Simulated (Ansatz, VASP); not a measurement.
# Cs2AgBiBr6 in VASP and in Ansatz

```
Cs Ag Bi Br
1.0
     0.00000    5.63476    5.63476
     5.63476    0.00000    5.63476
     5.63476    5.63476    0.00000
Cs Ag Bi Br
2 1 1 6
Cartesian
  2.8174 2.8174 2.8174
  8.4521 8.4521 8.4521
  5.6348 5.6348 5.6348
  0.0000 0.0000 0.0000
  5.6348 2.8236 5.6348
  8.4459 5.6348 5.6348
  5.6348 8.4459 5.6348
  2.8236 5.6348 5.6348
  5.6348 5.6348 2.8236
  5.6348 5.6348 8.4459
```

Alike in both runs: task single point; functional PBEsol; k mesh 3 × 3 × 3; no spin polarisation.

|  | VASP | Ansatz |
| --- | --- | --- |
| version | VASP 6.6.1 | Ansatz 0.2.0 |
| potentials or method | VASP PAW PBE potentials, release 64 (Cs_sv, Ag, Bi_d, Br), cutoff 520 eV | plane waves, PAW |
| occupations | gaussian, width 0.01 eV | fixed |
| valence electrons in the cell | 86 | 94 |

```csv
,VASP,Ansatz,Ansatz less VASP
pressure (GPa),-0.3,-0.3,-0.01
```

VASP's potentials were made for PBE, not for PBEsol. VASP's potentials hold 86 valence electrons a cell and Ansatz's 94, so a difference there can come from the potentials and not from the codes. Ansatz's warnings: stress scf threshold loose.

Neither program's run includes spin-orbit coupling.
